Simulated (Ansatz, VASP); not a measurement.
Two plane-wave programs on TaTl

```xyz
2
Lattice="0.0000 3.1525 3.1525 3.1525 0.0000 3.1525 3.1525 3.1525 0.0000" Properties=species:S:1:pos:R:3 pbc="T T T"
Ta    0.0000    0.0000    0.0000
Tl    4.7288    4.7288    4.7288
```

Alike in both runs: functional PBE; k mesh 6 × 6 × 6; occupations gaussian, width 0.1 eV; no spin polarisation.

Ansatz relaxed the structure, and its values are those at the end. VASP's run is a single point on that final structure, the one shown.

```csv
,VASP,Ansatz
version,VASP 6.6.1,Ansatz 0.2.0
potentials or method,"VASP PAW PBE potentials, release 64 (Ta_pv, Tl_d), cutoff 520 eV","scalar-relativistic, plane waves, PAW"
valence electrons in the cell,24,26
```

|  | VASP | Ansatz | Ansatz less VASP |
| --- | --- | --- | --- |
| gap on the k mesh at the Fermi level (eV) | none | none | - |
| pressure (GPa) | -0.1 | 0.0 | +0.06 |

A gap of «none» marks a metal or a gap that the smearing closes. VASP's potentials hold 24 valence electrons a cell and Ansatz's 26, so a difference there can come from the potentials and not from the codes.

Neither program's run includes spin-orbit coupling.
